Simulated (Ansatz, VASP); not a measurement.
## Two plane-wave programs on ScH3

```
Sc H
1.0
     0.00000    2.32112    2.32112
     2.32112    0.00000    2.32112
     2.32112    2.32112    0.00000
Sc H
1 3
Direct
  0.00000 0.00000 0.00000
  0.50000 0.50000 0.50000
  0.25000 0.25000 0.25000
  0.75000 0.75000 0.75000
```

Alike in both runs: task single point; functional PBEsol; k mesh 10 × 10 × 10; occupations gaussian, width 0.05 eV; no spin polarisation.

|  | VASP | Ansatz |
| --- | --- | --- |
| version | VASP 6.6.1 | Ansatz 0.2.0 |
| potentials or method | VASP PAW PBE potentials, release 64 (Sc_sv, H), cutoff 520 eV | scalar-relativistic, plane waves, PAW |
| valence electrons in the cell | 14 | 14 |

|  | VASP | Ansatz | Ansatz less VASP |
| --- | --- | --- | --- |
| pressure (GPa) | 5.5 | 5.2 | -0.26 |

VASP's potentials were made for PBE, not for PBEsol. With one functional, cell and mesh, what is left measures potentials, basis and numerics.
